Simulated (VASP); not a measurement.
# SiO2 (rutile type): single point with PBEsol

SiO2 (rutile type):

```
Si O
1.0
     4.09450    0.00000    0.00000
     0.00000    4.09450    0.00000
     0.00000    0.00000    2.64247
Si O
2 4
Direct
  0.00000 0.00000 0.00000
  0.50000 0.50000 0.50000
  0.30392 0.30392 0.00000
  0.69608 0.69608 0.00000
  0.80392 0.19608 0.50000
  0.19608 0.80392 0.50000
```

- Program: VASP 6.6.1
- Task: single point
- Functional: PBEsol
- Potentials or basis: VASP PAW PBE potentials, release 64 (Si, O)
- Cutoff: 520 eV
- k mesh: 8 × 8 × 11
- Occupations: fermi-dirac, width 0.05 eV
- Spin: no spin polarisation

* Pressure: 21.5 GPa
* Largest force: 0.028 eV/Å
* Band gap on the k mesh: 6.37 eV

Forces in eV/Å, atoms in the order of the input:
```
Si   0.000  0.000  0.000
Si   0.000  0.000  0.000
O   -0.020 -0.020  0.000
O    0.020  0.020  0.000
O   -0.020  0.020  0.000
O    0.020 -0.020  0.000
```

Stress tensor (GPa, compression positive):
```
21.24  0.00  0.00
 0.00 21.24  0.00
 0.00  0.00 22.11
```

Levels at points of the mesh, in eV from the valence-band top:
| k point | band 13 | band 14 | band 15 | band 16 | band 17 | band 18 | band 19 | band 20 |
| --- | --- | --- | --- | --- | --- | --- | --- | --- |
| (0.00, 0.00, 0.00) | -2.53 | -0.93 | -0.93 | 0.00 | 6.37 | 6.57 | 8.55 | 8.55 |
| (0.50, 0.00, 0.00) | -2.82 | -2.82 | -1.11 | -1.11 | 8.19 | 8.19 | 9.17 | 9.17 |
| (0.50, 0.50, 0.00) | -2.96 | -2.96 | -2.47 | -2.47 | 7.87 | 7.87 | 10.30 | 10.30 |

Run time: 94 s on 1 thread of Intel Xeon 8259CL (shared host), peak memory 0.19 GiB.

Caveat: the cell stands under pressure; the PAW data sets were made with another functional, which shifts forces and pressure a little; an odd mesh through Γ misses points on the zone boundary, where band edges can lie.
